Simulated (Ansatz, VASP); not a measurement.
# Two plane-wave programs on Al

```xyz
1
Lattice="0.0000 1.9936 2.0240 2.0240 0.0000 2.0240 2.0240 1.9936 0.0000" Properties=species:S:1:pos:R:3 pbc="T T T"
Al    0.0000    0.0000    0.0000
```

Change from the starting cell: strain -0.0150 x Voigt [0, 1, 0, 0, 0, 0], atoms carried along.

Alike in both runs: task single point; functional PBEsol; k mesh 20 × 20 × 20; occupations gaussian, width 0.15 eV; no spin polarisation.

```csv
,VASP,Ansatz
version,VASP 6.6.1,Ansatz 0.2.0
potentials or method,"VASP PAW PBE potentials, release 64 (Al), cutoff 520 eV","scalar-relativistic, plane waves, PAW"
valence electrons in the cell,3,3
```

Ansatz gave:

* gap on the k mesh at the Fermi level (eV): none
* pressure (GPa): -0.8
* traceless stress, the component that is largest in VASP (GPa): 0.14

**Question.** Which values does VASP return?

**Answer.** gap on the k mesh at the Fermi level (eV): none; pressure (GPa): -0.7; traceless stress, the component that is largest in VASP (GPa): 0.14.

VASP's potentials were made for PBE, not for PBEsol. A gap of «none» marks a metal or a gap that the smearing closes. The functional is the same, so the differences come from potentials, cutoffs and numerics.
